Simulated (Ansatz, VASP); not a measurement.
# Two plane-wave programs on Se

```xyz
6
Lattice="0.0000 0.0000 4.4290 -5.6810 -3.2799 -1.4763 5.6810 -3.2799 -1.4763" Properties=species:S:1:pos:R:3 pbc="T T T"
Se    0.6712   -4.5696    2.0098
Se    3.6218   -3.6938   -0.9429
Se    1.3789   -1.6594    0.6581
Se   -0.6712   -1.9903   -0.5335
Se   -3.6218   -2.8661    2.4192
Se   -1.3880   -4.9834    0.9429
```

Alike in both runs: task single point; functional PBE; k mesh 6 × 6 × 6; occupations gaussian, width 0.05 eV; no spin polarisation.

|  | VASP | Ansatz |
| --- | --- | --- |
| version | VASP 6.6.1 | Ansatz 0.2.0 |
| potentials or method | VASP PAW PBE potentials, release 64 (Se), cutoff 520 eV | scalar-relativistic, plane waves, PAW |
| valence electrons in the cell | 36 | 96 |

```tsv
	VASP	Ansatz	Ansatz less VASP
gap on the k mesh at the Fermi level (eV)	1.13	1.14	+0.003
pressure (GPa)	1.6	1.5	-0.12
traceless stress, the component that is largest in VASP (GPa)	0.78	0.77	-0.010
rms of the force components (eV/Å)	0.310	0.301	-0.0096
```

Atom by atom the forces differ by 0.019 eV/Å (rms over components). VASP's potentials hold 36 valence electrons a cell and Ansatz's 96, so a difference there can come from the potentials and not from the codes.
